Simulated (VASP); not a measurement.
# P (Cmce) in VASP: notebook

The runs below take P through single point, relaxation of cell and atoms, with PBEsol.

Everything below comes from runs of VASP 6.6.1. Logs are shortened: lines on timing, memory, paths and dates and some standing lists are left out, and cuts for length are marked.

### 1 The cell of the first run

It takes space group Cmce (No. 64, orthorhombic). Conventional cell: a = 3.310 Å, b = 10.500 Å, c = 4.380 Å, α = 90.00°, β = 90.00°, γ = 90.00°. Within 2.9 Å of P (site symmetry m) lie 3 P at 2.17 to 2.20 Å.

### 2 Single point, PBEsol

File INCAR:

```
SYSTEM = P
PREC     = Accurate       ! precision mode
ENCUT    = 520            ! plane-wave cutoff, eV
EDIFF    = 1E-6           ! SCF threshold, eV
ISMEAR   = 0              ! smearing method
SIGMA    = 0.1            ! smearing width, eV
LREAL    = .False.        ! projectors in reciprocal space
LASPH    = .True.         ! aspherical terms in the spheres
NELM     = 60             ! most SCF steps
ALGO     = Normal         ! electronic algorithm
ISIF     = 2              ! what is computed and relaxed
LWAVE    = .False.        ! write WAVECAR
LCHARG   = .True.         ! write CHGCAR
GGA      = PS             ! functional
LELF     = .True.         ! ELF
LVHAR    = .True.       
NBANDS   = 18             ! bands
```

File KPOINTS:

```
regular mesh
0
Gamma
  6 6 4
  0 0 0
```

File POSCAR:

```
P
1.0
    1.6550000000     -5.2500000000      0.0000000000
    1.6550000000      5.2500000000      0.0000000000
    0.0000000000      0.0000000000      4.3800000000
P
4
Direct
    0.0980000000      0.9020000000      0.9100000000
    0.5980000000      0.4020000000      0.5900000000
    0.9020000000      0.0980000000      0.0900000000
    0.4020000000      0.5980000000      0.4100000000
```

Potentials or basis: VASP PAW PBE potentials, release 64 (P).

Started as:

```
cat potpaw_PBE.64/P/POTCAR > POTCAR
mpirun -np 1 vasp_std > vasp.out
```

OUTCAR:

```text
SYSTEM = P
   PREC = Accurate
   ENCUT = 520
   EDIFF = 1E-6
   ISMEAR = 0
   LREAL = .False.
   LASPH = .True.
   NELM = 60
   ISIF = 2
   GGA = PS

 ion  position               nearest neighbor table
   1  0.098  0.902  0.910-   2 2.17   2 2.17   3 2.20
   2  0.598  0.402  0.590-   1 2.17   1 2.17   4 2.20
   3  0.902  0.098  0.090-   4 2.17   4 2.17   1 2.20
   4  0.402  0.598  0.410-   3 2.17   3 2.17   2 2.20

  LATTYP: Found a base centered orthorhombic cell.
 ALAT       =     3.3100000000
 B/A-ratio  =     3.1722054381
 C/A-ratio  =     1.3232628399

  Lattice vectors:

 A1 = (   1.6550000000,  -5.2500000000,   0.0000000000)
 A2 = (   1.6550000000,   5.2500000000,   0.0000000000)
 A3 = (   0.0000000000,   0.0000000000,   4.3800000000)

Analysis of symmetry for initial positions (statically):
=====================================================================
 Subroutine PRICEL returns:
 Original cell was already a primitive cell.

 Routine SETGRP: Setting up the symmetry group for a
 base centered orthorhombic supercell.

 Subroutine GETGRP returns: Found  8 space group operations
 (whereof  4 operations were pure point group operations)
 out of a pool of  8 trial point group operations.

The static configuration has the point symmetry C_2h.
 The point group associated with its full space group is D_2h.

Analysis of symmetry for dynamics (positions and initial velocities):
=====================================================================
 Subroutine PRICEL returns:
 Original cell was already a primitive cell.

 Routine SETGRP: Setting up the symmetry group for a
 base centered orthorhombic supercell.

 Subroutine GETGRP returns: Found  8 space group operations
 (whereof  4 operations were pure point group operations)
 out of a pool of  8 trial point group operations.

The dynamic configuration has the point symmetry C_2h.
 The point group associated with its full space group is D_2h.

 Subroutine INISYM returns: Found  8 space group operations
 (whereof  4 operations are pure point group operations),
 and found     1 'primitive' translations

----------------------------------------------------------------------------------------

                                     Primitive cell

  volume of cell :      76.1135

  direct lattice vectors                    reciprocal lattice vectors
     1.655000000 -5.250000000  0.000000000     0.302114804 -0.095238095  0.000000000
     1.655000000  5.250000000  0.000000000     0.302114804  0.095238095  0.000000000
     0.000000000  0.000000000  4.380000000     0.000000000  0.000000000  0.228310502

  length of vectors
     5.504682098  5.504682098  4.380000000     0.316770657  0.316770657  0.228310502

  position of ions in fractional coordinates (direct lattice)
     0.098000000  0.902000000  0.910000000
     0.598000000  0.402000000  0.590000000
     0.902000000  0.098000000  0.090000000
     0.402000000  0.598000000  0.410000000

  ion indices of the primitive-cell ions
   primitive index   ion index
                 1           1
                 2           2
                 3           3
                 4           4

----------------------------------------------------------------------------------------

 KPOINTS: regular mesh

Automatic generation of k-mesh.
 Grid dimensions read from file:
 generate k-points for:    6    6    4

 Generating k-lattice:

  Cartesian coordinates                     Fractional coordinates (reciprocal lattice)
     0.050352467 -0.015873016  0.000000000     0.166666667  0.000000000  0.000000000
     0.050352467  0.015873016  0.000000000     0.000000000  0.166666667  0.000000000
     0.000000000  0.000000000  0.057077626     0.000000000  0.000000000  0.250000000

  Length of vectors
     0.052795110  0.052795110  0.057077626

  Shift w.r.t. Gamma in fractional coordinates (k-lattice)
     0.000000000  0.000000000  0.000000000

 Subroutine IBZKPT returns following result:
 ===========================================

 Found     39 irreducible k-points:

 Following reciprocal coordinates:
            Coordinates               Weight
  0.000000  0.000000  0.000000      1.000000
  0.166667  0.000000  0.000000      4.000000
  0.333333 -0.000000  0.000000      4.000000
  0.500000  0.000000  0.000000      2.000000
  0.166667  0.166667  0.000000      2.000000
  0.333333  0.166667  0.000000      4.000000
[... 16 lines left out ...]
  0.333333  0.333333  0.250000      4.000000
  0.500000  0.333333  0.250000      8.000000
 [... further k-points ...]
   k-points           NKPTS =     39   k-points in BZ     NKDIM =     39   number of bands    NBANDS=     18
   number of dos      NEDOS =    301   number of ions     NIONS =      4
   total plane-waves  NPLWV =  63504
   dimension x,y,z NGX =    42 NGY =   42 NGZ =   36
   dimension x,y,z NGXF=    84 NGYF=   84 NGZF=   72
   ions per type =               4
   NGX,Y,Z   is equivalent  to a cutoff of  12.68, 12.68, 13.66 a.u.
   NGXF,Y,Z  is equivalent  to a cutoff of  25.37, 25.37, 27.33 a.u.
 SYSTEM =  P
   PREC   = accura    normal or accurate (medium, high low for compatibility)
   ISTART =      0    job   : 0-new  1-cont  2-samecut
   ICHARG =      2    charge: 1-file 2-atom 10-const
   ISPIN  =      1    spin polarized calculation?
   LNONCOLLINEAR =      F non collinear calculations
   LSORBIT =      F    spin-orbit coupling
   LASPH  =      T    aspherical Exc in radial PAW
   ENCUT  =  520.0 eV  38.22 Ry    6.18 a.u.  10.24 10.24  8.14*2*pi/ulx,y,z
   NELM   =     60;   NELMIN=  2; NELMDL= -5     # of ELM steps
   EDIFF  = 0.1E-05   stopping-criterion for ELM
   LREAL  =      F    real-space projection
   EDIFFG = 0.1E-04   stopping-criterion for IOM
   NSW    =      0    number of steps for IOM
   IBRION =     -1    ionic relax: 0-MD 1-quasi-New 2-CG
   NFREE  =      0    steps in history (QN), initial steepest desc. (CG)
   ISIF   =      2    stress and relaxation
   ISYM   =      2    0-nonsym 1-usesym 2-fastsym
   POTIM  = 0.5000    time-step for ionic-motion
   TEBEG  =    0.0;   TEEND  =   0.0 temperature during run
   PSTRESS=    0.0 pullay stress
   NELECT =      20.0000    total number of electrons
   NUPDOWN=      -1.0000    fix difference up-down
   EMIN   =  10.00;   EMAX   =-10.00  energy-range for DOS
   EFERMI =   0.00;   METHOD = LEGACY
   ISMEAR =     0;   SIGMA  =   0.10  broadening in eV -4-tet -1-fermi 0-gaus
   EFERMI_NEDOS =   21; number of points for ismear=-14 and -15
   IALGO  =     38    algorithm
   IMIX   =      4    mixing-type and parameters
     AMIX     =   0.40;   BMIX     =  1.00
     AMIX_MAG =   1.60;   BMIX_MAG =  1.00
  volume/ion in A,a.u.               =      19.03       128.41
  Fermi-wavevector in a.u.,A,eV,Ry     =   1.048571  1.981511 14.959611  1.099500
  Thomas-Fermi vector in A             =   2.183498
   LORBIT       =      0    0 simple, 1 ext, 2 COOP (PROOUT), +10 PAW based schemes
   GGA     = PS    functional components
   LHFCALC =     F    Hartree Fock is set to
   AEXX    =    0.0000 exact exchange contribution
   IVDW    =     0    specifies the selected vdW correction
   LEPSILON=     F    determine dielectric tensor
   LRPA    =     F    only Hartree local field effects (RPA)
 non-spin polarized calculation
 Gauss-broadening in eV      SIGMA  =   0.10
  energy-cutoff  :      520.00
  volume of cell :       76.11
 maximum number of plane-waves:      2072
 NGX is ok and might be reduce to    42
   NGX = 21   NGY = 21   NGZ = 17

 number of electron      20.0000000 magnetization

 Free energy of the ion-electron system (eV)
  ---------------------------------------------------
  ext. energy  EPLUGINS =         0.00000000
  ---------------------------------------------------
  free energy    TOTEN  =       -22.91141782 eV

  energy without entropy =      -22.91073094  energy(sigma->0) =      -22.91107438

 E-fermi :   6.6648     XC(G=0):  -9.9317

 val. band max:        6.6176428748   @ k =   0.5000   0.5000   0.0000
 cond. band min:       6.7186090894   @ k =   0.5000   0.5000   0.0000
 fundamental gap:      0.1009662146
 Fermi energy:         6.6648088311

 k-point     1 :       0.0000    0.0000    0.0000
  band No.  band energies     occupation
      1      -9.6722      2.00000
      2      -6.6125      2.00000
      3      -3.1819      2.00000
      4      -0.5766      2.00000
      5       1.5478      2.00000
      6       1.9941      2.00000
[... 10 lines left out ...]
     17      13.6021      0.00000
     18      13.9053      0.00000

 k-point     2 :       0.1667    0.0000    0.0000
  band No.  band energies     occupation
      1      -9.3281      2.00000
      2      -6.3006      2.00000
      3      -3.4529      2.00000
      4      -0.2619      2.00000
      5       0.7214      2.00000
      6       0.8997      2.00000
[... 10 lines left out ...]
     17      11.5734      0.00000
     18      13.6973      0.00000

 k-point     3 :       0.3333   -0.0000    0.0000
  band No.  band energies     occupation
      1      -8.3159      2.00000
      2      -5.3626      2.00000
      3      -4.8037      2.00000
      4      -1.6500      2.00000
      5       0.2830      2.00000
      6       0.5460      2.00000
[... 10 lines left out ...]
     17      13.4160      0.00000
     18      13.4589      0.00000

 k-point     4 :       0.5000    0.0000    0.0000
  band No.  band energies     occupation
      1      -6.7172      2.00000
      2      -6.7172      2.00000
      3      -3.7998      2.00000
      4      -3.7998      2.00000
      5       0.8706      2.00000
      6       0.8706      2.00000
[... 375 lines left out ...]
      4      -1.0166      2.00000
      5       1.2976      2.00000
      6       2.2137      2.00000
[... 10 lines left out ...]
     17      13.2910      0.00000
     18      13.6952      0.00000

 k-point    23 :       0.3333    0.3333    0.2500
  band No.  band energies     occupation
      1      -7.8711      2.00000
      2      -6.1512      2.00000
      3      -4.3500      2.00000
      4      -1.9568      2.00000
      5      -0.5532      2.00000
      6       0.5434      2.00000
[... 10 lines left out ...]
     17      12.9541      0.00000
     18      13.0093      0.00000

 k-point    24 :       0.5000    0.3333    0.2500
  band No.  band energies     occupation
      1      -8.8375      2.00000
      2      -7.0166      2.00000
      3      -3.5113      2.00000
      4      -1.1889      2.00000
      5       0.2723      2.00000
      6       1.6173      2.00000
[... 10 lines left out ...]
     17      11.6430      0.00000
     18      12.7419      0.00000

 [... further k-points ...]
[... 5 lines left out ...]
  --------------------------------------------------------------------------------------
  -------------------------------------------------------------------------------------
  Total        1.0029799      1.5380428      2.0725098      0.0000000     -0.0000000      0.0000000
  in kB       21.1125841     32.3755832     43.6260376      0.0000000     -0.0000000      0.0000000
  external PRESSURE =      32.3714016 kB  Pullay stress =       0.0000000 kB

 VOLUME and BASIS-vectors are now :
 -----------------------------------------------------------------------------
  energy-cutoff  :      520.00
  volume of cell :       76.11
      direct lattice vectors                 reciprocal lattice vectors
     1.655000000 -5.250000000  0.000000000     0.302114804 -0.095238095  0.000000000
     1.655000000  5.250000000  0.000000000     0.302114804  0.095238095  0.000000000
     0.000000000  0.000000000  4.380000000     0.000000000  0.000000000  0.228310502

 POSITION                                       TOTAL-FORCE (eV/Angst)
 -----------------------------------------------------------------------------------
      1.65500      4.22100      3.98580         0.000000     -0.454563      0.806913
      1.65500     -1.02900      2.58420         0.000000     -0.454563     -0.806913
      1.65500     -4.22100      0.39420         0.000000      0.454563     -0.806913
      1.65500      1.02900      1.79580         0.000000      0.454563      0.806913
 -----------------------------------------------------------------------------------
    total drift:                               -0.000000     -0.000000     -0.000000

  FREE ENERGIE OF THE ION-ELECTRON SYSTEM (eV)
  ---------------------------------------------------
  free  energy   TOTEN  =       -22.9114178163 eV

  energy  without entropy=      -22.9107309444  energy(sigma->0) =      -22.91107438
```

It took 25 s on 1 thread of Intel Xeon 6975P-C (Granite Rapids), shared host; peak memory 0.23 GiB.

Results:

| Property | Result |
| --- | --- |
| Free energy | -22.9114 eV |
| Pressure | 3.2 GPa |
| Largest force | 0.926 eV/Å |
| Band gap on the k mesh | 0.10 eV, direct |

Forces on the atoms (eV/Å):
```
P    0.000 -0.455  0.807
P    0.000 -0.455 -0.807
P    0.000  0.455 -0.807
P    0.000  0.455  0.807
```

Levels at points of the mesh, in eV from the valence-band top:
```
           k point  band 8  band 9  band 10  band 11  band 12  band 13
(0.00, 0.00, 0.00)   -3.04   -2.85    -1.30     0.57     0.59     1.50
(0.50, 0.00, 0.00)   -3.52   -2.77    -2.77     0.74     0.74     1.42
(0.50, 0.50, 0.00)   -2.81   -1.47     0.00     0.10     0.44     1.84
(0.00, 0.00, 0.50)   -3.76   -1.61    -1.61     1.16     1.16     2.65
(0.50, 0.00, 0.50)   -5.57   -1.91    -1.91     1.52     1.52     3.88
(0.50, 0.50, 0.50)   -2.70   -1.92    -1.92     1.13     1.13     2.73
```

Caveat: the PAW data sets were made with another functional, which shifts forces and pressure a little. A k mesh can miss the band edges.

### 3 Relaxation of cell and atoms, PBEsol

File INCAR:

```
SYSTEM = P
ALGO = Normal
EDIFF = 1E-6
EDIFFG = -0.05
ENCUT = 600
GGA = PS
IBRION = 2
ISIF = 3
ISMEAR = 0
LASPH = .True.
LCHARG = .False.
LREAL = .False.
LWAVE = .False.
NELM = 100
NSW = 100
PREC = Accurate
SIGMA = 0.1
```

File KPOINTS:

```
k-points
0
Gamma
  6 6 4
  0 0 0
```

POSCAR is that of step 2.

Potentials or basis: VASP PAW PBE potentials, release 64 (P).

Started as:

```
cat potpaw_PBE.64/P/POTCAR > POTCAR
mpirun -np 1 vasp_std > vasp.out
```

It took 3.3 min on 1 thread of Intel Xeon 6975P-C (Granite Rapids), shared host; peak memory 0.28 GiB.

Results (log left out):

* Free energy: -23.0469 eV
* Relaxed volume: 17.73 Å³/atom
* Relaxed cell: a = 5.407 Å, b = 5.407 Å, c = 4.102 Å, α = 90.00°, β = 90.00°, γ = 143.75°
* Space group after relaxing (to 0.05 Å): Cmce (No. 64)
* Energy gained by relaxing: 33.7 meV/atom
* Ionic steps: 13
* Pressure after relaxing: -0.2 GPa
* Largest force after relaxing: 0.029 eV/Å
* Band gap on the k mesh: zero (band 10 reaches 7.32 eV, above the bottom of band 11 at 7.30 eV)

Forces in eV/Å, atoms in the order of the input:
```
P    0.000 -0.009  0.027
P    0.000 -0.009 -0.027
P    0.000  0.009 -0.027
P    0.000  0.009  0.027
```

Stress tensor (GPa, compression positive):
```
-0.37  0.00  0.00
 0.00 -0.39  0.00
 0.00  0.00  0.30
```

Step by step:
```tsv
step	energy change (eV)	largest force (eV/Å)	pressure (GPa)	volume (Å³)
1	0.0000	0.9248	3.25	76.11
2	-0.0487	0.2987	-3.77	80.44
3	-0.0797	0.1664	-1.32	78.76
4	-0.0964	0.0652	-0.76	77.57
5	-0.0974	0.0377	-0.59	77.21
6	-0.1038	0.1146	0.09	76.17
7	-0.1063	0.2191	0.84	75.09
8	-0.1097	0.2096	0.74	74.88
9	-0.1183	0.1807	0.45	74.25
10	-0.1293	0.1196	-0.08	72.98
11	-0.1298	0.0296	-0.81	70.40
12	-0.1329	0.0547	-0.49	71.66
13	-0.1348	0.0288	-0.15	70.91
```

Final structure:
```yaml
crystal:
  lattice:
    - [1.68201, -5.13884, 0.00000]
    - [1.68201, 5.13884, 0.00000]
    - [0.00000, 0.00000, 4.10216]
  atoms:
    - { symbol: P, position: [0.10548, 0.89452, 0.92985] }
    - { symbol: P, position: [0.60548, 0.39452, 0.57015] }
    - { symbol: P, position: [0.89452, 0.10548, 0.07015] }
    - { symbol: P, position: [0.39452, 0.60548, 0.42985] }
```

Levels at points of the mesh, in eV from the Fermi level:
| k point | band 6 | band 7 | band 8 | band 9 | band 10 | band 11 | band 12 | band 13 | band 14 |
| --- | --- | --- | --- | --- | --- | --- | --- | --- | --- |
| (0.00, 0.00, 0.00) | -4.27 | -4.15 | -2.78 | -2.76 | -1.23 | 1.04 | 1.20 | 1.76 | 3.43 |
| (0.50, 0.00, 0.00) | -4.91 | -3.16 | -3.16 | -2.61 | -2.61 | 0.80 | 0.80 | 1.13 | 1.13 |
| (0.50, 0.50, 0.00) | -5.03 | -4.54 | -2.27 | -1.89 | -0.47 | 0.32 | 0.58 | 2.28 | 3.16 |
| (0.00, 0.00, 0.50) | -5.11 | -3.18 | -3.18 | -0.88 | -0.88 | 1.34 | 1.34 | 2.01 | 2.01 |
| (0.50, 0.00, 0.50) | -6.01 | -5.74 | -5.74 | -2.15 | -2.15 | 1.57 | 1.57 | 4.99 | 4.99 |
| (0.50, 0.50, 0.50) | -3.27 | -2.47 | -2.47 | -1.24 | -1.24 | 1.22 | 1.22 | 2.71 | 2.71 |

Caveat: the PAW data sets were made with another functional, which shifts forces and pressure a little; the relaxation stopped at a loose force limit of 0.05 eV/Å, so its end isn't a converged minimum.

### 4 Single point, PBEsol

This run uses another cell than the first one, of 17.60 Å³/atom, 0.925 times its volume.

File INCAR:

```
  ALGO = Normal
  EDIFF = 1E-7
  ENCUT = 520
  GGA = PS
  ISIF = 2
  ISMEAR = 0
  LASPH = T
  LCHARG = F
  LREAL = F
  LWAVE = F
  NBANDS = 18
  NELM = 80
  PREC = Accurate
  SIGMA = 0.1
```

File KPOINTS:

```
k-points
0
Gamma
  6 6 4
```

File POSCAR:

```
P
1.0
    1.6766813012     -5.1027886522      0.0000000000
    1.6766813012      5.1027886522      0.0000000000
    0.0000000000      0.0000000000      4.1150487558
P
4
Direct
    0.1063700459      0.8936299541      0.9300866629
    0.6063700459      0.3936299541      0.5699133371
    0.8936299541      0.1063700459      0.0699133371
    0.3936299541      0.6063700459      0.4300866629
```

Started as:

```
cat potpaw_PBE.64/P/POTCAR > POTCAR
mpirun -np 1 vasp_std > vasp.out
```

Run time: 44 s. Hardware: 1 thread of Intel Xeon Platinum 8488C (Sapphire Rapids), shared host; peak memory 0.21 GiB.

The run converged. Its results:

```yaml
Free_energy: -23.0473 eV
Pressure: -0.1 GPa
Largest_force: 0.030 eV/Å
Band_gap_on_the_k_mesh: zero (band 10 reaches 7.41 eV, above the bottom of band 11 at 7.33 eV)
```

Forces in eV/Å, atoms in the order of the input:
```
P    0.000  0.027 -0.013
P    0.000  0.027  0.013
P    0.000 -0.027  0.013
P    0.000 -0.027 -0.013
```

Stress tensor (GPa, compression positive):
```
-0.07  0.00  0.00
 0.00 -0.27  0.00
 0.00  0.00 -0.05
```

Levels at points of the mesh, in eV from the Fermi level:
| k point | band 7 | band 8 | band 9 | band 10 | band 11 | band 12 | band 13 | band 14 |
| --- | --- | --- | --- | --- | --- | --- | --- | --- |
| (0.00, 0.00, 0.00) | -4.11 | -2.77 | -2.69 | -1.27 | 1.15 | 1.20 | 1.83 | 3.49 |
| (0.50, 0.00, 0.00) | -3.12 | -3.12 | -2.60 | -2.60 | 0.79 | 0.79 | 1.14 | 1.14 |
| (0.50, 0.50, 0.00) | -4.45 | -2.16 | -1.83 | -0.42 | 0.38 | 0.67 | 2.39 | 3.20 |
| (0.00, 0.00, 0.50) | -3.09 | -3.09 | -0.81 | -0.81 | 1.40 | 1.40 | 2.07 | 2.07 |
| (0.50, 0.00, 0.50) | -5.72 | -5.72 | -2.10 | -2.10 | 1.60 | 1.60 | 4.97 | 4.97 |
| (0.50, 0.50, 0.50) | -2.37 | -2.37 | -1.18 | -1.18 | 1.28 | 1.28 | 2.66 | 2.66 |

Caveat: the k points lie up to 0.38 Å⁻¹ apart; the PAW data sets were made with another functional, which shifts forces and pressure a little.

### 5 The runs side by side

```csv
task,cell,cutoff (eV),gap on the mesh (eV),pressure (GPa),largest force (eV/Å)
single point,"a = 5.505, b = 5.505, c = 4.380 Å, angles 90.0, 90.0, 145.0°, 4 atoms",520,0.10,3.2,0.93
relaxation of cell and atoms,"relaxed from a = 5.505, b = 5.505, c = 4.380 Å, angles 90.0, 90.0, 145.0°, 4 atoms",600,none,-0.2,0.03
single point,"a = 5.371, b = 5.371, c = 4.115 Å, angles 90.0, 90.0, 143.6°, 4 atoms",520,none,-0.1,0.03
```

Alike in all rows: level PBEsol; potentials or basis VASP PAW PBE potentials, release 64 (P); no spin polarisation; k mesh 6 × 6 × 4; smearing gaussian 0.1 eV.

Caveats: some runs use coarse meshes; the PAW data sets were made with another functional, which shifts forces and pressure a little; the relaxation stopped at a loose force limit of 0.05 eV/Å, so its end isn't a converged minimum (some runs).

Absolute energies hang on the potentials; compare differences alone.
